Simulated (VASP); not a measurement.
# Sr (Fd-3m) in VASP: notebook

Runs on Sr. Level: PBEsol. Tasks: single point, relaxation of cell and atoms.

Everything below comes from runs of VASP 6.6.1. Logs are shortened: lines on timing, memory, paths and dates and some standing lists are left out, and cuts for length are marked.

### Step 1. The cell of the first run

Symmetry: Fd-3m, No. 227, cubic system. Conventional cell: a = 6.591 Å, b = 6.591 Å, c = 6.591 Å, α = 90.00°, β = 90.00°, γ = 90.00°. Within 3.8 Å of Sr (site symmetry -43m) lie 4 Sr at 2.85 Å.

This isn't the form of Sr at room conditions, which is fcc.

### Step 2. Single point, PBEsol

Input file INCAR:

```
PREC     = Accurate       # precision mode
ENCUT    = 520            # plane-wave cutoff, eV
EDIFF    = 1E-7           # SCF threshold, eV
ISMEAR   = 1              # smearing method
SIGMA    = 0.05           # smearing width, eV
LREAL    = F              # projectors in reciprocal space
LASPH    = T              # aspherical terms in the spheres
NELM     = 60             # most SCF steps
ALGO     = Normal         # electronic algorithm
ISIF     = 2              # what is computed and relaxed
LWAVE    = F              # write WAVECAR
LCHARG   = F              # write CHGCAR
GGA      = PS             # functional
NBANDS   = 17             # bands
```

Input file KPOINTS:

```
Automatic mesh
0
Gamma
  4 4 4
```

Input file POSCAR:

```
Sr
1.0
    0.0000000000      3.2954068548      3.2954068548
    3.2954068548      0.0000000000      3.2954068548
    3.2954068548      3.2954068548      0.0000000000
Sr
2
Direct
    0.0000000000      0.0000000000      0.0000000000
    0.2500000000      0.2500000000      0.2500000000
```

Potentials or basis: VASP PAW PBE potentials, release 64 (Sr_sv).

Started as:

```console
cat potpaw_PBE.64/Sr_sv/POTCAR > POTCAR
mpirun -np 1 vasp_std > vasp.out
```

OUTCAR:

```text
PREC = Accurate
   ENCUT = 520
   EDIFF = 1E-7
   ISMEAR = 1
   LREAL = F
   LASPH = T
   NELM = 60
   ISIF = 2
   GGA = PS

 ion  position               nearest neighbor table
   1  0.000  0.000  0.000-   2 2.85   2 2.85   2 2.85   2 2.85
   2  0.250  0.250  0.250-   1 2.85   1 2.85   1 2.85   1 2.85

  LATTYP: Found a face centered cubic cell.
 ALAT       =     6.5908137096

  Lattice vectors:

 A1 = (   0.0000000000,   3.2954068548,   3.2954068548)
 A2 = (   3.2954068548,   0.0000000000,   3.2954068548)
 A3 = (   3.2954068548,   3.2954068548,   0.0000000000)

Analysis of symmetry for initial positions (statically):
=====================================================================
 Subroutine PRICEL returns:
 Original cell was already a primitive cell.

 Routine SETGRP: Setting up the symmetry group for a
 face centered cubic supercell.

 Subroutine GETGRP returns: Found 48 space group operations
 (whereof 24 operations were pure point group operations)
 out of a pool of 48 trial point group operations.

The static configuration has the point symmetry T_d .
 The point group associated with its full space group is O_h .

Analysis of symmetry for dynamics (positions and initial velocities):
=====================================================================
 Subroutine PRICEL returns:
 Original cell was already a primitive cell.

 Routine SETGRP: Setting up the symmetry group for a
 face centered cubic supercell.

 Subroutine GETGRP returns: Found 48 space group operations
 (whereof 24 operations were pure point group operations)
 out of a pool of 48 trial point group operations.

The dynamic configuration has the point symmetry T_d .
 The point group associated with its full space group is O_h .

 Subroutine INISYM returns: Found 48 space group operations
 (whereof 24 operations are pure point group operations),
 and found     1 'primitive' translations

----------------------------------------------------------------------------------------

                                     Primitive cell

  volume of cell :      71.5743

  direct lattice vectors                    reciprocal lattice vectors
     0.000000000  3.295406855  3.295406855    -0.151726334  0.151726334  0.151726334
     3.295406855  0.000000000  3.295406855     0.151726334 -0.151726334  0.151726334
     3.295406855  3.295406855  0.000000000     0.151726334  0.151726334 -0.151726334

  length of vectors
     4.660409068  4.660409068  4.660409068     0.262797719  0.262797719  0.262797719

  position of ions in fractional coordinates (direct lattice)
     0.000000000  0.000000000  0.000000000
     0.250000000  0.250000000  0.250000000

  ion indices of the primitive-cell ions
   primitive index   ion index
                 1           1
                 2           2

----------------------------------------------------------------------------------------

 KPOINTS: Automatic mesh

Automatic generation of k-mesh.
 Grid dimensions read from file:
 generate k-points for:    4    4    4

 Generating k-lattice:

  Cartesian coordinates                     Fractional coordinates (reciprocal lattice)
    -0.037931583  0.037931583  0.037931583     0.250000000  0.000000000  0.000000000
     0.037931583 -0.037931583  0.037931583     0.000000000  0.250000000  0.000000000
     0.037931583  0.037931583 -0.037931583     0.000000000  0.000000000  0.250000000

  Length of vectors
     0.065699430  0.065699430  0.065699430

  Shift w.r.t. Gamma in fractional coordinates (k-lattice)
     0.000000000  0.000000000  0.000000000

 Subroutine IBZKPT returns following result:
 ===========================================

 Found      8 irreducible k-points:

 Following reciprocal coordinates:
            Coordinates               Weight
  0.000000  0.000000  0.000000      1.000000
  0.250000  0.000000  0.000000      8.000000
  0.500000  0.000000  0.000000      4.000000
  0.250000  0.250000  0.000000      6.000000
  0.500000  0.250000  0.000000     24.000000
 -0.250000  0.250000  0.000000     12.000000
  0.500000  0.500000  0.000000      3.000000
 -0.250000  0.500000  0.250000      6.000000
   k-points           NKPTS =      8   k-points in BZ     NKDIM =      8   number of bands    NBANDS=     17
   number of dos      NEDOS =    301   number of ions     NIONS =      2
   total plane-waves  NPLWV =  46656
   dimension x,y,z NGX =    36 NGY =   36 NGZ =   36
   dimension x,y,z NGXF=    72 NGYF=   72 NGZF=   72
   ions per type =               2
   NGX,Y,Z   is equivalent  to a cutoff of  12.84, 12.84, 12.84 a.u.
   NGXF,Y,Z  is equivalent  to a cutoff of  25.68, 25.68, 25.68 a.u.
 SYSTEM =  unknown system
   PREC   = accura    normal or accurate (medium, high low for compatibility)
   ISTART =      0    job   : 0-new  1-cont  2-samecut
   ICHARG =      2    charge: 1-file 2-atom 10-const
   ISPIN  =      1    spin polarized calculation?
   LNONCOLLINEAR =      F non collinear calculations
   LSORBIT =      F    spin-orbit coupling
   LASPH  =      T    aspherical Exc in radial PAW
   ENCUT  =  520.0 eV  38.22 Ry    6.18 a.u.   8.67  8.67  8.67*2*pi/ulx,y,z
   NELM   =     60;   NELMIN=  2; NELMDL= -5     # of ELM steps
   EDIFF  = 0.1E-06   stopping-criterion for ELM
   LREAL  =      F    real-space projection
   EDIFFG = 0.1E-05   stopping-criterion for IOM
   NSW    =      0    number of steps for IOM
   IBRION =     -1    ionic relax: 0-MD 1-quasi-New 2-CG
   NFREE  =      0    steps in history (QN), initial steepest desc. (CG)
   ISIF   =      2    stress and relaxation
   ISYM   =      2    0-nonsym 1-usesym 2-fastsym
   POTIM  = 0.5000    time-step for ionic-motion
   TEBEG  =    0.0;   TEEND  =   0.0 temperature during run
   PSTRESS=    0.0 pullay stress
   NELECT =      20.0000    total number of electrons
   NUPDOWN=      -1.0000    fix difference up-down
   EMIN   =  10.00;   EMAX   =-10.00  energy-range for DOS
   EFERMI =   0.00;   METHOD = LEGACY
   ISMEAR =     1;   SIGMA  =   0.05  broadening in eV -4-tet -1-fermi 0-gaus
   EFERMI_NEDOS =   21; number of points for ismear=-14 and -15
   IALGO  =     38    algorithm
   IMIX   =      4    mixing-type and parameters
     AMIX     =   0.40;   BMIX     =  1.00
     AMIX_MAG =   1.60;   BMIX_MAG =  1.00
  volume/ion in A,a.u.               =      35.79       241.50
  Fermi-wavevector in a.u.,A,eV,Ry     =   1.070284  2.022544 15.585587  1.145508
  Thomas-Fermi vector in A             =   2.205990
   LORBIT       =      0    0 simple, 1 ext, 2 COOP (PROOUT), +10 PAW based schemes
   GGA     = PS    functional components
   LHFCALC =     F    Hartree Fock is set to
   AEXX    =    0.0000 exact exchange contribution
   IVDW    =     0    specifies the selected vdW correction
   LEPSILON=     F    determine dielectric tensor
   LRPA    =     F    only Hartree local field effects (RPA)
 non-spin polarized calculation
 Methfessel and Paxton  Order N= 1 SIGMA  =   0.05
  energy-cutoff  :      520.00
  volume of cell :       71.57
 maximum number of plane-waves:      1964
 NGX is ok and might be reduce to    36
   NGX = 17   NGY = 17   NGZ = 17

 number of electron      20.0000000 magnetization

 Free energy of the ion-electron system (eV)
  ---------------------------------------------------
  ext. energy  EPLUGINS =         0.00000000
  ---------------------------------------------------
  free energy    TOTEN  =        -0.25286492 eV

  energy without entropy =       -0.25186003  energy(sigma->0) =       -0.25252995

 E-fermi :   2.7982     XC(G=0):  -8.8105

 val. band max:        2.7848083155   @ k =  -0.2500   0.2500   0.0000
 cond. band min:       2.9647351843   @ k =   0.2500   0.0000   0.0000
 fundamental gap:      0.1799268688
 Fermi energy:         2.7982301246

 k-point     1 :       0.0000    0.0000    0.0000
  band No.  band energies     occupation
      1     -34.1775      2.00000
      2     -33.2813      2.00000
      3     -16.5641      2.00000
      4     -16.5641      2.00000
      5     -16.5641      2.00000
      6     -15.2140      2.00000
[... 9 lines left out ...]
     16       6.2904      0.00000
     17       6.2904      0.00000

 k-point     2 :       0.2500    0.0000    0.0000
  band No.  band energies     occupation
      1     -34.0886      2.00000
      2     -33.3809      2.00000
      3     -16.6613      2.00000
      4     -16.6613      2.00000
      5     -16.5922      2.00000
      6     -15.1815      2.00000
[... 9 lines left out ...]
     16       6.4204      0.00000
     17       6.4204      0.00000

 k-point     3 :       0.5000    0.0000    0.0000
  band No.  band energies     occupation
      1     -33.9634      2.00000
      2     -33.5168      2.00000
      3     -16.7457      2.00000
      4     -16.7457      2.00000
      5     -16.6307      2.00000
      6     -15.1328      2.00000
[... 9 lines left out ...]
     16       7.7879      0.00000
     17       7.7883      0.00000

 k-point     4 :       0.2500    0.2500    0.0000
  band No.  band energies     occupation
      1     -34.0530      2.00000
      2     -33.4201      2.00000
      3     -16.7697      2.00000
      4     -16.7697      2.00000
      5     -16.3664      2.00000
      6     -15.4328      2.00000
[... 9 lines left out ...]
     16       6.2316      0.00000
     17       6.2316      0.00000

 k-point     5 :       0.5000    0.2500    0.0000
  band No.  band energies     occupation
      1     -33.8998      2.00000
      2     -33.5839      2.00000
      3     -16.9295      2.00000
      4     -16.8438      2.00000
      5     -16.2351      2.00000
      6     -15.5363      2.00000
[... 9 lines left out ...]
     16       6.1798      0.00000
     17       7.1120      0.00000

 k-point     6 :      -0.2500    0.2500    0.0000
  band No.  band energies     occupation
      1     -33.9636      2.00000
      2     -33.5166      2.00000
      3     -16.9138      2.00000
      4     -16.7465      2.00000
      5     -16.3693      2.00000
      6     -15.3858      2.00000
[... 9 lines left out ...]
     16       5.9911      0.00000
     17       6.6969      0.00000

 k-point     7 :       0.5000    0.5000    0.0000
  band No.  band energies     occupation
      1     -33.7437      2.00000
      2     -33.7437      2.00000
      3     -16.9314      2.00000
      4     -16.9314      2.00000
      5     -15.9072      2.00000
      6     -15.9072      2.00000
[... 9 lines left out ...]
     16       6.0026      0.00000
     17       7.6816      0.00000

 k-point     8 :      -0.2500    0.5000    0.2500
  band No.  band energies     occupation
      1     -33.7437      2.00000
      2     -33.7437      2.00000
      3     -16.9457      2.00000
      4     -16.9457      2.00000
      5     -15.8789      2.00000
      6     -15.8789      2.00000
[... 9 lines left out ...]
     16       5.7893      0.00000
     17       8.3113      0.00000

------------------------ aborting loop because EDIFF is reached ----------------------------------------

  FORCE on cell =-STRESS in cart. coord.  units (eV):
  Direction    XX          YY          ZZ          XY          YZ          ZX
  --------------------------------------------------------------------------------------
  -------------------------------------------------------------------------------------
  Total        2.3351778      2.3351778      2.3351778     -0.0000000     -0.0000000      0.0000000
  in kB       52.2725174     52.2725174     52.2725174     -0.0000000     -0.0000000      0.0000000
  external PRESSURE =      52.2725174 kB  Pullay stress =       0.0000000 kB

 VOLUME and BASIS-vectors are now :
 -----------------------------------------------------------------------------
  energy-cutoff  :      520.00
  volume of cell :       71.57
      direct lattice vectors                 reciprocal lattice vectors
     0.000000000  3.295406855  3.295406855    -0.151726334  0.151726334  0.151726334
     3.295406855  0.000000000  3.295406855     0.151726334 -0.151726334  0.151726334
     3.295406855  3.295406855  0.000000000     0.151726334  0.151726334 -0.151726334

 POSITION                                       TOTAL-FORCE (eV/Angst)
 -----------------------------------------------------------------------------------
      0.00000      0.00000      0.00000         0.000000     -0.000000      0.000000
      1.64770      1.64770      1.64770         0.000000      0.000000     -0.000000
 -----------------------------------------------------------------------------------
    total drift:                                0.000000      0.000000      0.000000

  FREE ENERGIE OF THE ION-ELECTRON SYSTEM (eV)
  ---------------------------------------------------
  free  energy   TOTEN  =        -0.2528649187 eV

  energy  without entropy=       -0.2518600262  energy(sigma->0) =       -0.25252995
```

Wall time 16 s (1 thread of Intel Xeon Platinum 8488C (Sapphire Rapids), shared host); peak memory 0.19 GiB.

What came out:

| Quantity | Value |
| --- | --- |
| Free energy | -0.2529 eV |
| Pressure | 5.2 GPa |
| Band gap on the k mesh | zero (bands 10 and 11 overlap by 0.44 eV) |

Levels at points of the mesh, in eV from the Fermi level:
```csv
k point,band 8,band 9,band 10,band 11,band 12,band 13
"(0.00, 0.00, 0.00)",-18.01,-3.36,0.42,0.42,1.70,1.70
"(0.50, 0.00, 0.00)",-17.79,-0.74,-0.63,0.35,0.35,1.58
"(0.50, 0.50, 0.00)",-17.57,-1.09,-1.09,1.67,1.67,1.77
```

Caveat: the k points lie up to 0.41 Å⁻¹ apart; the PAW data sets were made with another functional, which shifts forces and pressure a little.

[end of part 1 of 2]
